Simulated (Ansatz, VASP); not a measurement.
# H18SO8: VASP beside Ansatz

```xyz
27
Lattice="6.6943 0.0000 0.0000 0.0000 6.6943 0.0000 0.0000 0.0000 6.6943" Properties=species:S:1:pos:R:3 pbc="T T T"
O     1.8731    2.3724    5.0122
O     4.0607    2.1007    0.1049
O     3.3634    5.6487    1.2623
O     6.0004    6.1424    2.0594
O     1.1574    0.2274    6.7278
O     6.4927    4.9171    5.7654
O    -0.3511    2.9414    0.9110
O     7.0302    4.0969    3.3080
H     2.5272    1.9250    4.4322
H     1.3894    3.0157    4.4229
H     3.3539    2.6540   -0.2936
H     4.1743    1.3553   -0.5443
H     3.0396    5.3974    2.1525
H     2.6389    6.2132    0.8749
H     5.0694    6.0386    1.7065
H     6.5549    6.5412    1.3477
H     1.3267    0.9530    6.0663
H     0.6667   -0.5346    6.2421
H     6.6556    4.4865    4.8624
H     6.4651    4.1869    6.4655
H    -1.2963    2.6329    0.6515
H     0.2245    2.1771    0.6980
H     6.6983    4.9632    2.8661
H     6.7234    3.4564    2.6024
H     5.0588   -0.9313    5.2460
H     3.0827   -0.6831    5.5067
S     4.0079   -0.2369    4.6061
```

Alike in both runs: functional LDA; k mesh 1 × 1 × 1; occupations fermi-dirac, width 0.05 eV; no spin polarisation.

Ansatz relaxed the structure, and its values are those at the end. VASP's run is a single point on that final structure, the one shown.

|  | VASP | Ansatz |
| --- | --- | --- |
| version | VASP 6.6.1 | Ansatz 0.2.0 |
| potentials or method | VASP PAW LDA potentials, release 64 (O_h, H_h, S), cutoff 1000 eV | scalar-relativistic, plane waves, PAW |
| valence electrons in the cell | 72 | 72 |

VASP gave:

```
gap on the k mesh at the Fermi level (eV) : 4.10
rms of the force components (eV/Å)        : 0.068
```

**Question.** What did Ansatz give for the same quantities?

**Answer.** gap on the k mesh at the Fermi level (eV): 4.09; rms of the force components (eV/Å): 0.074.

LDA's correlation is that of Perdew and Zunger in VASP and of Perdew and Wang (1992) in Ansatz.
